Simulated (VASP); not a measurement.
Set up this calculation in VASP 6.6.1, as the native input.

```
Task                   : single point
Functional             : r2SCAN
Potentials or basis    : VASP PAW PBE potentials, release 64 (Ti_sv, B)
Cutoff                 : 520 eV
k mesh                 : 10 × 10 × 8
Occupations            : fermi-dirac, width 0.05 eV
Spin                   : no spin polarisation
Dipole correction      : no
Further INCAR settings : ALGO = Normal; EDIFF = 1e-06; NBANDS = 16
```

The system is TiB2.

```
Ti B
1.0
     3.04926    0.00000    0.00000
    -1.52463    2.64074    0.00000
     0.00000    0.00000    3.24978
Ti B
1 2
Direct
  0.00000 0.00000 0.00000
  0.66667 0.33333 0.50000
  0.33333 0.66667 0.50000
```

These files were run (other wordings do the same):

POSCAR

```
TiB2
1.0
    3.0492615118      0.0000000000      0.0000000000
   -1.5246307559      2.6407379320      0.0000000000
    0.0000000000      0.0000000000      3.2497807555
Ti B
1 2
Direct
    0.0000000000      0.0000000000      0.0000000000
    0.6666666667      0.3333333333      0.5000000000
    0.3333333333      0.6666666667      0.5000000000
```

INCAR.step1

```
ALGO = Normal
EDIFF = 1E-4
ENCUT = 520
GGA = PE
ISMEAR = -1
LASPH = T
LCHARG = F
LREAL = F
LWAVE = T
NBANDS = 16
NELM = 60
PREC = Accurate
SIGMA = 0.05
```

INCAR.step2

```
ALGO = Normal
EDIFF = 1E-6
ENCUT = 520
ISIF = 2
ISMEAR = -1
ISTART = 1
LASPH = T
LCHARG = F
LMIXTAU = T
LREAL = F
LWAVE = F
METAGGA = R2SCAN
NBANDS = 16
NELM = 60
PREC = Accurate
SIGMA = 0.05
```

KPOINTS

```
k-points
0
Gamma
  10 10 8
```

Potentials or basis: VASP PAW PBE potentials, release 64 (Ti_sv, B).

The run is started by

```sh
$ cat potpaw_PBE.64/Ti_sv/POTCAR potpaw_PBE.64/B/POTCAR > POTCAR
$ cp INCAR.step1 INCAR
$ mpirun -np 1 vasp_std > vasp.out
$ cp INCAR.step2 INCAR
$ mpirun -np 1 vasp_std > vasp.out
```

It gave:

```json
{
 "Pressure": "-5.3 GPa",
 "Band gap on the k mesh": "zero (band 9 reaches 10.36 eV, above the bottom of band 10 at 9.72 eV)"
}
```

Caveat: the PAW data sets were made with another functional, which shifts forces and pressure a little.

Run time: 53 s on 1 thread of Intel(R) Xeon(R) Platinum 8488C (Sapphire Rapids), with other jobs on the host, peak memory 0.16 GiB.
